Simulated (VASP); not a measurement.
Input of a VASP 6.6.1 run:

The input POSCAR:

```
TiCo3
1.0
    3.6140000000      0.0000000000      0.0000000000
    0.0000000000      3.6140000000      0.0000000000
    0.0000000000      0.0000000000      3.6140000000
Ti Co
1 3
Direct
    0.0000000000      0.0000000000      0.0000000000
    0.0000000000      0.5000000000      0.5000000000
    0.5000000000      0.0000000000      0.5000000000
    0.5000000000      0.5000000000      0.0000000000
```

INCAR.step1

```
ALGO = Normal ; EDIFF = 1E-4
ENCUT = 520 ; GGA = PE
ISMEAR = 0 ; LASPH = True
LCHARG = False ; LREAL = False
LWAVE = True ; NBANDS = 28
NELM = 60 ; PREC = Accurate
SIGMA = 0.1
```

Contents of INCAR.step2:

```
ALGO = Normal ; EDIFF = 1E-6
ENCUT = 520 ; ISIF = 2
ISMEAR = 0 ; ISTART = 1
LASPH = True ; LCHARG = True
LELF = True ; LMIXTAU = True
LREAL = False ; LVHAR = True
LWAVE = False ; METAGGA = R2SCAN
NBANDS = 28 ; NELM = 60
PREC = Accurate ; SIGMA = 0.1
```

File KPOINTS:

```
k-points
0
Gamma
  12 12 12
```

Potentials or basis: VASP PAW PBE potentials, release 64 (Ti_sv, Co).

The run is started by

```bash
$ cat potpaw_PBE.64/Ti_sv/POTCAR potpaw_PBE.64/Co/POTCAR > POTCAR
$ cp INCAR.step1 INCAR
$ mpirun -np 1 vasp_std > vasp.out
$ cp INCAR.step2 INCAR
$ mpirun -np 1 vasp_std > vasp.out
```

Q: Estimate the pressure.

A: -12.5 GPa.

Caveat: the PAW data sets were made with another functional, which shifts forces and pressure a little. Spin polarisation is off, so any magnetic state and its effect on volume and gap are missing.
